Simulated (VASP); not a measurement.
Write the native input for VASP 6.6.1 that does the following.

| Property | Result |
| --- | --- |
| Task | electric field gradients |
| Functional | PBEsol |
| Potentials or basis | VASP PAW PBE potentials, release 64 (B, N) |
| Cutoff | 520 eV |
| k mesh | 13 × 13 × 13 |
| Occupations | fermi-dirac, width 0.03 eV |
| Spin | no spin polarisation |
| Dipole correction | no |
| Further INCAR settings | ALGO = Normal; EDIFF = 1e-08; NBANDS = 11 |

The structure of BN lies in POSCAR:

```
BN
1.0
    0.0000000000      1.8312856224      1.8312856224
    1.8312856224      0.0000000000      1.8312856224
    1.8312856224      1.8312856224      0.0000000000
B N
1 1
Direct
    0.0000000000      0.0000000000      0.0000000000
    0.7500000000      0.7500000000      0.7500000000
```

This cell differs from its parent crystal: volume scaled by 1.04.

One way to write it, as run:

INCAR

```
PREC = Accurate ; ENCUT = 520
EDIFF = 1E-8 ; ISMEAR = -1
SIGMA = 0.03 ; LREAL = False
LASPH = True ; NELM = 80
ALGO = Normal ; ISIF = 2
LWAVE = False ; LCHARG = False
GGA = PS ; LEFG = True
NBANDS = 11
```

KPOINTS

```
regular mesh
0
Gamma
  13 13 13
```

Potentials or basis: VASP PAW PBE potentials, release 64 (B, N).

The run is started by

```bash
$ cat potpaw_PBE.64/B/POTCAR potpaw_PBE.64/N/POTCAR > POTCAR
$ mpirun -np 1 vasp_std > vasp.out
```

Results of the run:

```json
{
  "Pressure": "-16.2 GPa",
  "Band gap on the k mesh": "4.31 eV, indirect (least direct gap 8.58 eV)"
}
```

Caveat: without QUAD_EFG the Cq values of the log hold for a quadrupole moment of 1 mb, not for the nuclei; the PAW data sets were made with another functional, which shifts forces and pressure a little.

It took 11 s on 1 thread of Intel(R) Xeon(R) 6975P-C (Granite Rapids), with other jobs on the host, peak memory 0.12 GiB.
